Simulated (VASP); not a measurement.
Input of a VASP 6.6.1 run:

INCAR

```
SYSTEM = SnTe
PREC = Accurate
ENCUT = 520
EDIFF = 1E-7
ISMEAR = 0
SIGMA = 0.05
LREAL = .FALSE.
LASPH = .TRUE.
NELM = 80
ALGO = Normal
ISIF = 2
LWAVE = .FALSE.
LCHARG = .FALSE.
GGA = PE
NBANDS = 17
```

KPOINTS

```
Automatic mesh
0
G
  10 10 10
  0 0 0
```

Contents of POSCAR:

```
SnTe
1.0
    0.0000000000      3.1778388249      3.1778388249
    3.1778388249      0.0000000000      3.1778388249
    3.1778388249      3.1778388249      0.0000000000
Sn Te
1 1
Direct
    0.5000000000      0.5000000000      0.5000000000
    0.0000000000      0.0000000000      0.0000000000
```

Potentials or basis: VASP PAW PBE potentials, release 64 (Sn_d, Te).

Command:

```bash
$ cat potpaw_PBE.64/Sn_d/POTCAR potpaw_PBE.64/Te/POTCAR > POTCAR
$ mpirun -np 1 vasp_std > vasp.out
```

(1) Predict the band gap on the k mesh.

(2) Estimate the pressure.

Results:

(1) 0.02 eV, direct.

(2) 1.1 GPa.

Caveat: spin-orbit coupling is left out, which moves the levels of the heavy elements.
